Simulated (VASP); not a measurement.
# Rh (Fm-3m) in VASP: a series of runs

Rh is run at these levels: PBE; tasks: single point, relaxation of cell and atoms.

Program: VASP 6.6.1. These are calculated values, not measurements. Logs are shortened: lines on timing, memory, paths and dates and some standing lists are left out, and cuts for length are marked.

### Step 1. The cell of the first run

It takes space group Fm-3m (No. 225, cubic). Conventional cell: a = 3.830 Å, b = 3.830 Å, c = 3.830 Å, α = 90.00°, β = 90.00°, γ = 90.00°. Within 3.6 Å of Rh (site symmetry m-3m) lie 12 Rh at 2.71 Å.

### Step 2. Single point, PBE

Contents of INCAR:

```
SYSTEM = Rh
ALGO = Normal
EDIFF = 1E-6
ENCUT = 520
GGA = PE
ISIF = 2
ISMEAR = 0
LASPH = .True.
LCHARG = .True.
LELF = .True.
LREAL = .False.
LVHAR = .True.
LWAVE = .False.
NBANDS = 14
NELM = 100
PREC = Accurate
SIGMA = 0.1
```

Contents of KPOINTS:

```
k-points
0
Gamma
  18 18 18
  0 0 0
```

Contents of POSCAR:

```
Rh
1.0
    0.0000000000      1.9150524219      1.9150524219
    1.9150524219      0.0000000000      1.9150524219
    1.9150524219      1.9150524219      0.0000000000
Rh
1
Direct
    0.0000000000      0.0000000000      0.0000000000
```

Potentials or basis: VASP PAW PBE potentials, release 64 (Rh_pv).

Command:

```
$ cat potpaw_PBE.64/Rh_pv/POTCAR > POTCAR
$ mpirun -np 1 vasp_std > vasp.out
```

OUTCAR:

```text
SYSTEM = Rh
   EDIFF = 1E-6
   ENCUT = 520
   GGA = PE
   ISIF = 2
   ISMEAR = 0
   LASPH = .True.
   LREAL = .False.
   NELM = 100
   PREC = Accurate

 ion  position               nearest neighbor table
   1  0.000  0.000  0.000-

  LATTYP: Found a face centered cubic cell.
 ALAT       =     3.8301048438

  Lattice vectors:

 A1 = (   0.0000000000,   1.9150524219,   1.9150524219)
 A2 = (   1.9150524219,   0.0000000000,   1.9150524219)
 A3 = (   1.9150524219,   1.9150524219,   0.0000000000)

Analysis of symmetry for initial positions (statically):
=====================================================================
 Subroutine PRICEL returns:
 Original cell was already a primitive cell.

 Routine SETGRP: Setting up the symmetry group for a
 face centered cubic supercell.

 Subroutine GETGRP returns: Found 48 space group operations
 (whereof 48 operations were pure point group operations)
 out of a pool of 48 trial point group operations.

The static configuration has the point symmetry O_h .

Analysis of symmetry for dynamics (positions and initial velocities):
=====================================================================
 Subroutine PRICEL returns:
 Original cell was already a primitive cell.

 Routine SETGRP: Setting up the symmetry group for a
 face centered cubic supercell.

 Subroutine GETGRP returns: Found 48 space group operations
 (whereof 48 operations were pure point group operations)
 out of a pool of 48 trial point group operations.

The dynamic configuration has the point symmetry O_h .

 Subroutine INISYM returns: Found 48 space group operations
 (whereof 48 operations are pure point group operations),
 and found     1 'primitive' translations

----------------------------------------------------------------------------------------

                                     Primitive cell

  volume of cell :      14.0466

  direct lattice vectors                    reciprocal lattice vectors
     0.000000000  1.915052422  1.915052422    -0.261089459  0.261089459  0.261089459
     1.915052422  0.000000000  1.915052422     0.261089459 -0.261089459  0.261089459
     1.915052422  1.915052422  0.000000000     0.261089459  0.261089459 -0.261089459

  length of vectors
     2.708293108  2.708293108  2.708293108     0.452220208  0.452220208  0.452220208

  position of ions in fractional coordinates (direct lattice)
     0.000000000  0.000000000  0.000000000

  ion indices of the primitive-cell ions
[... 75 lines left out ...]
   LREAL  =      F    real-space projection
   EDIFFG = 0.1E-04   stopping-criterion for IOM
   NSW    =      0    number of steps for IOM
   IBRION =     -1    ionic relax: 0-MD 1-quasi-New 2-CG
   NFREE  =      0    steps in history (QN), initial steepest desc. (CG)
   ISIF   =      2    stress and relaxation
   ISYM   =      2    0-nonsym 1-usesym 2-fastsym
   POTIM  = 0.5000    time-step for ionic-motion
   TEBEG  =    0.0;   TEEND  =   0.0 temperature during run
   PSTRESS=    0.0 pullay stress
   NELECT =      15.0000    total number of electrons
   NUPDOWN=      -1.0000    fix difference up-down
   EMIN   =  10.00;   EMAX   =-10.00  energy-range for DOS
   EFERMI =   0.00;   METHOD = LEGACY
   ISMEAR =     0;   SIGMA  =   0.10  broadening in eV -4-tet -1-fermi 0-gaus
   EFERMI_NEDOS =   21; number of points for ismear=-14 and -15
   IALGO  =     38    algorithm
   IMIX   =      4    mixing-type and parameters
     AMIX     =   0.40;   BMIX     =  1.00
     AMIX_MAG =   1.60;   BMIX_MAG =  1.00
  volume/ion in A,a.u.               =      14.05        94.79
  Fermi-wavevector in a.u.,A,eV,Ry     =   1.673329  3.162133 38.096705  2.800029
  Thomas-Fermi vector in A             =   2.758319
   LORBIT       =      0    0 simple, 1 ext, 2 COOP (PROOUT), +10 PAW based schemes
   GGA     = PE    functional components
   LHFCALC =     F    Hartree Fock is set to
   AEXX    =    0.0000 exact exchange contribution
   IVDW    =     0    specifies the selected vdW correction
   LEPSILON=     F    determine dielectric tensor
   LRPA    =     F    only Hartree local field effects (RPA)
 non-spin polarized calculation
 Gauss-broadening in eV      SIGMA  =   0.10
  energy-cutoff  :      520.00
  volume of cell :       14.05
 maximum number of plane-waves:       388
   NGX =  9   NGY =  9   NGZ =  9

 number of electron      15.0000003 magnetization

 Free energy of the ion-electron system (eV)
  ---------------------------------------------------
  ext. energy  EPLUGINS =         0.00000000
  ---------------------------------------------------
  free energy    TOTEN  =        -7.26168662 eV

  energy without entropy =       -7.25452103  energy(sigma->0) =       -7.25810382

 E-fermi :  11.5164     XC(G=0): -13.8946

 val. band max:       11.5161963839   @ k =   0.5000   0.3889   0.0556
 cond. band min:      11.5243074011   @ k =  -0.4444   0.3333   0.1667
 fundamental gap:      0.0081110172
 Fermi energy:        11.5163727045

 k-point     1 :       0.0000    0.0000    0.0000
  band No.  band energies     occupation
      1     -34.8342      2.00000
      2     -34.8342      2.00000
      3     -34.8342      2.00000
      4       3.7131      2.00000
      5       8.5342      2.00000
      6       8.5342      2.00000
      7       8.5342      2.00000
      8      10.5492      2.00000
      9      10.5492      2.00000
     10      27.5240      0.00000
     11      32.0976      0.00000
     12      32.8630      0.00000
     13      32.8630      0.00000
     14      32.8630      0.00000
[... 377 lines left out ...]
      1     -35.1619      2.00000
      2     -34.9013      2.00000
      3     -34.8718      2.00000
      4       5.5221      2.00000
      5       8.2010      2.00000
      6       8.9137      2.00000
      7       8.9647      2.00000
      8      10.3675      2.00000
      9      11.0245      2.00000
     10      26.8219      0.00000
     11      29.1336      0.00000
     12      32.0969      0.00000
     13      34.1677      0.00000
     14      36.0330      0.00000

 [... further k-points ...]
[... 5 lines left out ...]
  --------------------------------------------------------------------------------------
  -------------------------------------------------------------------------------------
  Total       -0.0004668     -0.0004668     -0.0004668     -0.0000000      0.0000000      0.0000000
  in kB       -0.0532463     -0.0532463     -0.0532463     -0.0000000      0.0000000      0.0000000
  external PRESSURE =      -0.0532463 kB  Pullay stress =       0.0000000 kB

 VOLUME and BASIS-vectors are now :
 -----------------------------------------------------------------------------
  energy-cutoff  :      520.00
  volume of cell :       14.05
      direct lattice vectors                 reciprocal lattice vectors
     0.000000000  1.915052422  1.915052422    -0.261089459  0.261089459  0.261089459
     1.915052422  0.000000000  1.915052422     0.261089459 -0.261089459  0.261089459
     1.915052422  1.915052422  0.000000000     0.261089459  0.261089459 -0.261089459

 POSITION                                       TOTAL-FORCE (eV/Angst)
 -----------------------------------------------------------------------------------
      0.00000      0.00000      0.00000        -0.000000     -0.000000      0.000000
 -----------------------------------------------------------------------------------
    total drift:                                0.000000      0.000000      0.000000

  FREE ENERGIE OF THE ION-ELECTRON SYSTEM (eV)
  ---------------------------------------------------
  free  energy   TOTEN  =        -7.2616866195 eV

  energy  without entropy=       -7.2545210299  energy(sigma->0) =       -7.25810382
```

OSZICAR:

```text
N       E                     dE             d eps       ncg     rms          rms(c)
DAV:   1     0.119693618088E+03    0.11969E+03   -0.87507E+03  5490   0.114E+03
DAV:   2    -0.620089412762E+01   -0.12589E+03   -0.12018E+03  5958   0.340E+02
DAV:   3    -0.776050721884E+01   -0.15596E+01   -0.15572E+01  6648   0.416E+01
DAV:   4    -0.776631686665E+01   -0.58096E-02   -0.58094E-02  6150   0.260E+00
DAV:   5    -0.776636940883E+01   -0.52542E-04   -0.52542E-04  6582   0.219E-01    0.960E+00
DAV:   6    -0.727971951350E+01    0.48665E+00   -0.82333E-01  5838   0.126E+01    0.328E+00
DAV:   7    -0.726505131951E+01    0.14668E-01   -0.17432E-02  6294   0.152E+00    0.158E+00
DAV:   8    -0.726180120764E+01    0.32501E-02   -0.31233E-03  5892   0.748E-01    0.174E-01
DAV:   9    -0.726168525471E+01    0.11595E-03   -0.86268E-05  5868   0.127E-01    0.111E-02
DAV:  10    -0.726168642727E+01   -0.11726E-05   -0.32258E-06  6360   0.221E-02    0.268E-03
DAV:  11    -0.726168661949E+01   -0.19222E-06   -0.25134E-07  2946   0.696E-03
   1 F= -.72616866E+01 E0= -.72581038E+01  d E =-.716559E-02
```

Run time: 15 s. Hardware: 1 thread of Intel Xeon Platinum 8488C (Sapphire Rapids), shared host; peak memory 0.15 GiB.

Results:

| Item | Value |
| --- | --- |
| Free energy | -7.2617 eV |
| Pressure | 0.0 GPa |

Levels at points of the mesh, in eV from the Fermi level:
| k point | band 3 | band 4 | band 5 | band 6 | band 7 | band 8 | band 9 | band 10 | band 11 | band 12 |
| --- | --- | --- | --- | --- | --- | --- | --- | --- | --- | --- |
| (0.00, 0.00, 0.00) | -46.35 | -7.80 | -2.98 | -2.98 | -2.98 | -0.97 | -0.97 | 16.01 | 20.58 | 21.35 |
| (0.50, 0.00, 0.00) | -46.44 | -5.94 | -3.06 | -3.06 | 0.54 | 0.54 | 0.76 | 8.42 | 15.50 | 20.58 |
| (0.50, 0.50, 0.00) | -46.60 | -6.12 | -5.76 | 0.51 | 0.94 | 0.94 | 3.24 | 12.00 | 13.20 | 13.20 |

### Step 3. Relaxation of cell and atoms, PBE

This run uses another cell than the first one, of 13.75 Å³/atom, 0.979 times its volume.

Contents of INCAR:

```
SYSTEM = Rh
PREC = Accurate ; ENCUT = 600
EDIFF = 1E-6 ; ISMEAR = 0
SIGMA = 0.1 ; LREAL = .False.
LASPH = .True. ; NELM = 60
ALGO = Fast ; ISIF = 3
LWAVE = .False. ; LCHARG = .False.
GGA = PE ; IBRION = 2
NSW = 100 ; EDIFFG = -0.005
```

Contents of KPOINTS:

```
Automatic mesh
0
Gamma
  18 18 18
  0 0 0
```

Contents of POSCAR:

```
Rh
1.0
    0.0000000000      1.9015500000      1.9015500000
    1.9015500000      0.0000000000      1.9015500000
    1.9015500000      1.9015500000      0.0000000000
Rh
1
Direct
    0.0000000000      0.0000000000      0.0000000000
```

Potentials or basis: VASP PAW PBE potentials, release 64 (Rh_pv).

Command:

```
$ cat potpaw_PBE.64/Rh_pv/POTCAR > POTCAR
$ mpirun -np 1 vasp_std > vasp.out
```

It took 48 s on 1 thread of Intel Xeon Platinum 8488C (Sapphire Rapids), shared host; peak memory 0.17 GiB.

It converged, with:

```
Free energy                            : -7.2614 eV
Relaxed volume                         : 14.04 Å³/atom
Relaxed cell                           : a = 2.708 Å, b = 2.708 Å, c = 2.708 Å, α = 60.00°, β = 60.00°, γ = 60.00°
Space group after relaxing (to 0.05 Å) : Fm-3m (No. 225)
Energy gained by relaxing              : 4.9 meV/atom
Ionic steps                            : 5
Pressure after relaxing                : 0.0 GPa
```

The path:
| step | energy change (eV) | largest force (eV/Å) | pressure (GPa) | volume (Å³) |
| --- | --- | --- | --- | --- |
| 1 | 0.0000 | 0.0000 | 5.90 | 13.75 |
| 2 | 0.0237 | 0.0000 | -11.73 | 14.78 |
| 3 | -0.0049 | 0.0000 | -0.15 | 14.05 |
| 4 | -0.0049 | 0.0000 | 0.06 | 14.04 |
| 5 | -0.0049 | 0.0000 | 0.00 | 14.04 |

Final structure:
```yaml
crystal:
  lattice:
    - [0.00000, 1.91474, 1.91474]
    - [1.91474, 0.00000, 1.91474]
    - [1.91474, 1.91474, 0.00000]
  atoms:
    - { symbol: Rh, position: [0.00000, 0.00000, 0.00000] }
```

Levels at points of the mesh, in eV from the Fermi level:
| k point | band 4 | band 5 | band 6 | band 7 | band 8 | band 9 | band 10 | band 11 |
| --- | --- | --- | --- | --- | --- | --- | --- | --- |
| (0.00, 0.00, 0.00) | -7.81 | -2.98 | -2.98 | -2.98 | -0.97 | -0.97 | 16.01 | 20.58 |
| (0.50, 0.00, 0.00) | -5.95 | -3.06 | -3.06 | 0.54 | 0.54 | 0.76 | 8.42 | 15.50 |
| (0.50, 0.50, 0.00) | -6.12 | -5.76 | 0.51 | 0.94 | 0.94 | 3.24 | 12.01 | 13.20 |

PBE usually gives volumes a little too large and moduli too small. Zero-point motion and thermal expansion aren't in these numbers.

### Step 4. Single point, PBE

This run uses another cell than the first one: it holds 6 atoms, not 1.

Contents of INCAR:

```
SYSTEM = Rh
PREC     = Accurate       ! precision mode
ENCUT    = 520            ! plane-wave cutoff, eV
EDIFF    = 1E-6           ! SCF threshold, eV
ISMEAR   = 0              ! smearing method
SIGMA    = 0.15           ! smearing width, eV
LREAL    = .False.        ! projectors in reciprocal space
LASPH    = .True.         ! aspherical terms in the spheres
NELM     = 60             ! most SCF steps
ALGO     = Fast           ! electronic algorithm
ISIF     = 2              ! what is computed and relaxed
LWAVE    = .False.        ! write WAVECAR
LCHARG   = .True.         ! write CHGCAR
GGA      = PE             ! functional
LELF     = .True.         ! ELF
LVHAR    = .True.       
NBANDS   = 54             ! bands
```

Contents of KPOINTS:

```
Automatic mesh
0
Gamma
  18 18 4
  0 0 0
```

Contents of POSCAR:

```
Rh
1.0
    1.9150524219     -1.9150524219      0.0000000000
    1.9150524219      0.0000000000     -1.9150524219
    7.6602096878      7.6602096878      7.6602096878
Rh
6
Direct
    0.6666666667      0.6666666667      0.1666666667
    0.0000000000      0.0000000000      0.0000000000
    0.3333333333      0.3333333333      0.3333333333
    0.6666666667      0.6666666667      0.6666666667
    0.0000000000      0.0000000000      0.5000000000
    0.3333333333      0.3333333333      0.8333333333
```

Command:

```
$ cat potpaw_PBE.64/Rh_pv/POTCAR > POTCAR
$ mpirun -np 1 vasp_std > vasp.out
```

Wall time 8.1 min (1 thread of Intel Xeon Platinum 8259CL at 2.50GHz (Skylake/Cascade Lake), shared host); peak memory 0.49 GiB.

It converged, with:

| Property | Result |
| --- | --- |
| Free energy | -43.5973 eV |
| Pressure | 0.2 GPa |
| Band gap on the k mesh | zero (band 45 reaches 12.24 eV, above the bottom of band 46 at 10.26 eV) |

Levels at points of the mesh, in eV from the Fermi level:
| k point | band 42 | band 43 | band 44 | band 45 | band 46 | band 47 |
| --- | --- | --- | --- | --- | --- | --- |
| (0.00, 0.00, 0.00) | -1.06 | -1.06 | -1.06 | -1.06 | -0.96 | -0.96 |
| (0.50, 0.00, 0.00) | 0.55 | 0.60 | 0.60 | 0.73 | 0.73 | 0.76 |
| (0.00, 0.00, 0.50) | -1.01 | -1.01 | -1.01 | -0.80 | -0.80 | -0.80 |
| (0.50, 0.00, 0.50) | 0.27 | 0.56 | 0.56 | 0.66 | 0.66 | 0.84 |

### Step 5. Single point, PBE

This run uses another cell than the first one, of 13.75 Å³/atom, 0.979 times its volume.

Contents of INCAR:

```
SYSTEM = Rh
PREC = Accurate
ENCUT = 500
EDIFF = 1E-6
ISMEAR = 0
SIGMA = 0.1
LREAL = .FALSE.
LASPH = .TRUE.
NELM = 120
ALGO = Normal
ISIF = 2
LWAVE = .FALSE.
LCHARG = .FALSE.
GGA = PE
NBANDS = 14
GGA_COMPAT = .FALSE.
```

Contents of KPOINTS:

```
regular mesh
0
G
  8 8 8
  0 0 0
```

Contents of POSCAR:

```
Rh
1.0
    0.0000000000      1.9015500000      1.9015500000
    1.9015500000      0.0000000000      1.9015500000
    1.9015500000      1.9015500000      0.0000000000
Rh
1
Direct
    0.0000000000      0.0000000000      0.0000000000
```

Command:

```
$ cat potpaw_PBE.64/Rh_pv/POTCAR > POTCAR
$ mpirun -np 1 vasp_std > vasp.out
```

Wall time 8.4 s (1 thread of Intel Xeon 8259CL, shared host); peak memory 0.12 GiB.

It converged, with:

```yaml
Free_energy: -7.2254 eV
Pressure: 6.7 GPa
```

Levels at points of the mesh, in eV from the Fermi level:
```tsv
k point	band 5	band 6	band 7	band 8	band 9	band 10
(0.00, 0.00, 0.00)	-3.09	-3.09	-3.09	-1.00	-1.00	15.95
(0.50, 0.00, 0.00)	-3.17	-3.17	0.56	0.56	0.70	8.62
(0.50, 0.50, 0.00)	-5.97	0.54	0.98	0.98	3.23	12.26
```

### Step 6. The runs side by side

```csv
task,cell,k mesh,cutoff (eV),smearing,gap on the mesh (eV),pressure (GPa)
single point,"a = 2.708 Å, angles 60.0°, 1 atom",18 × 18 × 18,520,gaussian 0.1 eV,none,0.0
relaxation of cell and atoms,"relaxed from a = 2.689 Å, angles 60.0°, 1 atom",18 × 18 × 18,600,gaussian 0.1 eV,none,0.0
single point,"a = 2.708, b = 2.708, c = 13.268 Å, angles 90.0, 90.0, 60.0°, 6 atoms",18 × 18 × 4,520,gaussian 0.15 eV,none,0.2
single point,"a = 2.689 Å, angles 60.0°, 1 atom",8 × 8 × 8,500,gaussian 0.1 eV,none,6.7
```

Alike in all rows: level PBE; potentials or basis VASP PAW PBE potentials, release 64 (Rh_pv); no spin polarisation.

Absolute energies hang on the potentials; compare differences alone.
